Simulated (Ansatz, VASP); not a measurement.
**AlN: VASP beside Ansatz**

```
Al N
1.0
     0.00000    2.15213    2.21767
     2.15213    0.00000    2.21767
     2.15213    2.15213    0.00000
Al N
1 1
Direct
  0.00000 0.00000 0.00000
  0.75000 0.75000 0.75000
```

Change from the starting cell: strain -0.015 along x and y, +0.015 along z, atoms carried along.

Alike in both runs: task single point; functional r2SCAN; k mesh 10 × 10 × 10; occupations gaussian, width 0.05 eV; no spin polarisation.

```csv
,VASP,Ansatz
version,VASP 6.6.1,Ansatz 0.2.0
potentials or method,"VASP PAW PBE potentials, release 64 (Al, N), cutoff 520 eV","scalar-relativistic, plane waves, PAW"
valence electrons in the cell,8,8
```

```tsv
	VASP	Ansatz	Ansatz less VASP
gap on the k mesh at the Fermi level (eV)	3.85	3.86	+0.009
least direct gap on the mesh (eV)	4.97	4.93	-0.040
pressure (GPa)	2.9	3.2	+0.38
traceless stress, the component that is largest in VASP (GPa)	-3.19	-3.19	+0.006
```

VASP's potentials were made for PBE, not for r2SCAN. The functional is the same, so the differences come from potentials, cutoffs and numerics.
